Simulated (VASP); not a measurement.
Crystal: Cr.

```
Cr
1.0
    -1.49434    1.54520    1.39322
     1.56967   -1.45096    1.37431
     1.40634    1.36296   -1.29897
Cr
1
Direct
  0.00000 0.00000 0.00000
```

Base run:

| Item | Value |
| --- | --- |
| Program | VASP 6.6.1 |
| Functional | PBE |
| Potentials or basis | VASP PAW PBE potentials, release 64 (Cr_sv) |
| Cutoff | 700 eV |
| k mesh | 11 × 11 × 11 |
| Occupations | fermi-dirac, width 0.05 eV |
| Spin | collinear spin, ferromagnetic start |
| Starting moments | [3.0] μB |
| Fixed moment | 3 μB |

Its results: pressure 49.4 GPa; site moments Cr +2.48 μB.

Q: The run is repeated on the same cell with these changes: fixed moment from 3 μB to 3.8 μB; moments at the start from [3.0] to [3.8]. What comes out?

A: Pressure 78.0 GPa; site moments Cr +3.09 μB.

Caveats: the total moment is fixed, so each spin has its own Fermi level and the state may be an excited one; the stress differs along the axes, from 43 to 56 GPa (at least some runs); the cell stands under pressure (at least some runs).
